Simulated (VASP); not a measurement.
A run of VASP 6.6.1 is set up as follows.

Contents of INCAR:

```
SYSTEM = Ti3H
PREC     = Accurate       ! precision mode
ENCUT    = 520            ! plane-wave cutoff, eV
EDIFF    = 1E-7           ! SCF threshold, eV
ISMEAR   = 0              ! smearing method
SIGMA    = 0.1            ! smearing width, eV
LREAL    = .FALSE.        ! projectors in reciprocal space
LASPH    = .TRUE.         ! aspherical terms in the spheres
NELM     = 100            ! most SCF steps
ALGO     = Fast           ! electronic algorithm
ISIF     = 2              ! what is computed and relaxed
LWAVE    = .FALSE.        ! write WAVECAR
LCHARG   = .FALSE.        ! write CHGCAR
LDIPOL   = .TRUE.       
IDIPOL   = 3            
DIPOL    = 0.5 0.5 0.357
GGA      = PE             ! functional
IBRION   = 2              ! ionic algorithm
NSW      = 36             ! ionic steps
EDIFFG   = -0.025         ! ionic threshold
```

File KPOINTS:

```
regular mesh
0
G
  10 10 1
  0 0 0
```

Contents of POSCAR:

```
Ti3H
1.0
    2.8192036097      0.0000000000      0.0000000000
   -0.9397345366      2.6579706533      0.0000000000
    0.0000000000      0.0000000000     19.8263799740
Ti H
3 1
Selective dynamics
Direct
    0.5000000000      0.5000000000      0.2017514042  F F F
    0.0000000000      0.0000000000      0.3111715134  F F F
    0.5000000000      0.5000000000      0.4199647129  F F F
    0.6666666667      0.8333333333      0.4951130976  F F T
```

Potentials or basis: VASP PAW PBE potentials, release 64 (Ti_sv, H).

Launch:

```bash
$ cat potpaw_PBE.64/Ti_sv/POTCAR potpaw_PBE.64/H/POTCAR > POTCAR
$ mpirun -np 1 vasp_std > vasp.out
```

**Question.** What does it give for the band gap on the k mesh?

**Answer.** Zero (an odd number of electrons rules out a gap without spin polarisation).

Final structure:
```yaml
crystal:
  lattice:
    - [2.81920, 0.00000, 0.00000]
    - [-0.93973, 2.65797, 0.00000]
    - [0.00000, 0.00000, 19.82638]
  atoms:
    - { symbol: Ti, position: [0.50000, 0.50000, 0.20175] }
    - { symbol: Ti, position: [0.00000, 0.00000, 0.31117] }
    - { symbol: Ti, position: [0.50000, 0.50000, 0.41996] }
    - { symbol: H, position: [0.66667, 0.83333, 0.49511] }
```

Caveat: the relaxation stopped at its first step, so nothing moved.
